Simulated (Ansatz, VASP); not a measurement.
## PbF2: VASP beside Ansatz

File POSCAR:

```
PbF2
1.0
    0.0000000000      2.9089856781      2.9870808379
    2.9089856781      0.0000000000      2.9870808379
    2.9089856781      2.9089856781      0.0000000000
Pb F
1 2
Direct
    0.0000000000      0.0000000000      0.0000000000
    0.2500000000      0.2500000000      0.2500000000
    0.7500000000      0.7500000000      0.7500000000
```

Contents of INCAR.step1:

```
PREC = Accurate
ENCUT = 660
ISMEAR = 0
SIGMA = 0.01
LREAL = False
LASPH = True
NELM = 120
NBANDS = 21
GGA = PE
ALGO = Normal
EDIFF = 1E-5
LWAVE = True
LCHARG = False
GGA_COMPAT = False
```

The input INCAR.step2:

```
PREC = Accurate
ENCUT = 660
EDIFF = 1E-6
ISMEAR = 0
SIGMA = 0.01
LREAL = False
LASPH = True
NELM = 120
ALGO = Normal
ISIF = 2
LWAVE = False
LCHARG = False
METAGGA = R2SCAN
LMIXTAU = True
NBANDS = 21
ISTART = 1
GGA_COMPAT = False
```

The input KPOINTS:

```
regular mesh
0
Gamma
  8 8 8
```

Input for Ansatz:

```yaml
crystal:
  lattice:
    - [0.0, 2.9089856781, 2.9870808379]
    - [2.9089856781, 0.0, 2.9870808379]
    - [2.9089856781, 2.9089856781, 0.0]
  atoms:
    - { symbol: Pb, position: [0.0, 0.0, 0.0] }
    - { symbol: F, position: [0.25, 0.25, 0.25] }
    - { symbol: F, position: [0.75, 0.75, 0.75] }
kpoints:
  mp_grid: { grid: [8, 8, 8] }
  band_path:
    path:
      - [0.0, 0.0, 0.0]
      - [0.5, 0.0, 0.5]
      - [0.625, 0.25, 0.625]
      - [0.375, 0.375, 0.75]
      - [0.5, 0.5, 0.5]
      - [0.5, 0.25, 0.75]
      - [0.286458, -0.5, -0.213542]
      - [0.0, 0.5, 0.5]
    npoints: 1
hamiltonian:
  xc: r2scan
scf:
  occupations: { method: fixed }
  n_extra_bands: 4
output:
  forces: true
  stress: true
  eigenvalues: true
```

Change from the starting cell: epitaxial_xy strain -1.2%.

Alike in both runs: task single point; functional r2SCAN; k mesh 8 × 8 × 8; no spin polarisation.

```csv
,VASP,Ansatz
version,VASP 6.6.1,Ansatz 0.2.0
potentials or method,"VASP PAW PBE potentials, release 64 (Pb_d, F)","plane waves, PAW"
plane-wave cutoff (eV),660,500
occupations,"gaussian, width 0.01 eV",fixed
valence electrons in the cell,28,28
```

```tsv
	VASP	Ansatz	Ansatz less VASP
gap on the k mesh at the Fermi level (eV)	4.86	4.85	-0.004
pressure (GPa)	2.0	2.1	+0.15
traceless stress, the component that is largest in VASP (GPa)	-0.93	-0.94	-0.006
```

VASP's potentials were made for PBE, not for r2SCAN.

Spin-orbit coupling is off throughout.
